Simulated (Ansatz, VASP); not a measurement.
One calculation of CoO, two programs

```
CELL_PARAMETERS angstrom
2.55800 0.00000 0.00000
0.00000 2.55800 0.00000
0.00000 0.00000 2.55800
ATOMIC_POSITIONS crystal
Co 0.00000 0.00000 0.00000
O 0.50000 0.50000 0.50000
```

Alike in both runs: task single point; functional PBEsol; k mesh 8 × 8 × 8; occupations gaussian, width 0.1 eV; collinear spin.

|  | VASP | Ansatz |
| --- | --- | --- |
| version | VASP 6.6.1 | Ansatz 0.2.0 |
| potentials or method | VASP PAW PBE potentials, release 64 (Co, O), cutoff 520 eV | scalar-relativistic, plane waves, PAW |
| valence electrons in the cell | 15 | 23 |

|  | VASP | Ansatz | Ansatz less VASP |
| --- | --- | --- | --- |
| gap on the k mesh at the Fermi level (eV) | none | none | - |
| pressure (GPa) | 3.7 | 4.2 | +0.43 |
| net moment per atom (μB) | 1.50 | 1.50 | 0.000 |
| size of the moment on the site where the two differ most (μB) | 0.46 | 0.49 | +0.024 |

VASP's potentials were made for PBE, not for PBEsol. Site moments also hang on the region over which each program counts them. A gap of «none» marks a metal or a gap that the smearing closes. VASP's potentials hold 15 valence electrons a cell and Ansatz's 23, so a difference there can come from the potentials and not from the codes.
